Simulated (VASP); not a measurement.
WSe2, 6 atoms in the cell. The cell holds a slab with vacuum, 6 atoms: a = 3.285 Å, b = 3.285 Å, c = 24.239 Å, α = 90.00°, β = 90.00°, γ = 120.00°.  This cell differs from its parent crystal: layers slid over each other.

```yaml
Program: VASP 6.6.1
Task: single point
Functional: PBE
Dispersion: D3(BJ)
Potentials_or_basis: VASP PAW PBE potentials, release 64 (Se, W_sv)
Cutoff: 520 eV
k_mesh: 9 × 9 × 1
Occupations: gaussian, width 0.05 eV
Spin: no spin polarisation
Dipole_correction: yes
Further_INCAR_settings: ALGO = Normal; EDIFF = 1e-06; NBANDS = 35
```

Potentials or basis: VASP PAW PBE potentials, release 64 (Se, W_sv).

Command:

```console
$ cat potpaw_PBE.64/Se/POTCAR potpaw_PBE.64/W_sv/POTCAR > POTCAR
$ mpirun -np 1 vasp_std > vasp.out
```

Hardware: 1 thread of Intel(R) Xeon(R) 6975P-C (Granite Rapids), on a shared host.

Problem. Estimate the wall time of this run.

Solution. Wall time 2.4 min on 1 thread of Intel(R) Xeon(R) 6975P-C (Granite Rapids), with other jobs on the host, peak memory 0.4 GiB. Counts: scf iterations 22, k points 25.
